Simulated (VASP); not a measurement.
A run of VASP 6.6.1:

The input INCAR:

```
PREC     = Accurate       # precision mode
ENCUT    = 520            # plane-wave cutoff, eV
EDIFF    = 1E-6           # SCF threshold, eV
ISMEAR   = -1             # smearing method
SIGMA    = 0.1            # smearing width, eV
LREAL    = F              # projectors in reciprocal space
LASPH    = T              # aspherical terms in the spheres
NELM     = 100            # most SCF steps
ALGO     = Normal         # electronic algorithm
ISIF     = 2              # what is computed and relaxed
LWAVE    = F              # write WAVECAR
LCHARG   = T              # write CHGCAR
LELF     = T              # ELF
LVHAR    = T            
NBANDS   = 13             # bands
```

File KPOINTS:

```
regular mesh
0
Gamma
  17 17 9
```

POSCAR

```
Se
1.0
    2.6152944576      0.0000000000      0.0000000000
   -1.3076472288      2.2649114387      0.0000000000
    0.0000000000      0.0000000000      3.8374002745
Se
2
Direct
    0.3333333333      0.6666666667      0.2500000000
    0.6666666667      0.3333333333      0.7500000000
```

Potentials or basis: VASP PAW LDA potentials, release 64 (Se).

Command:

```bash
$ cat potpaw_LDA.64/Se/POTCAR > POTCAR
$ mpirun -np 1 vasp_std > vasp.out
```

Hardware: 1 thread of Intel Xeon 8259CL, with other jobs on the host.

**Question.** Estimate the wall time of this run.

**Answer.** Wall time 56 s on 1 thread of Intel Xeon 8259CL, with other jobs on the host, peak memory 0.15 GiB. Counts: scf iterations 10, k points 165.
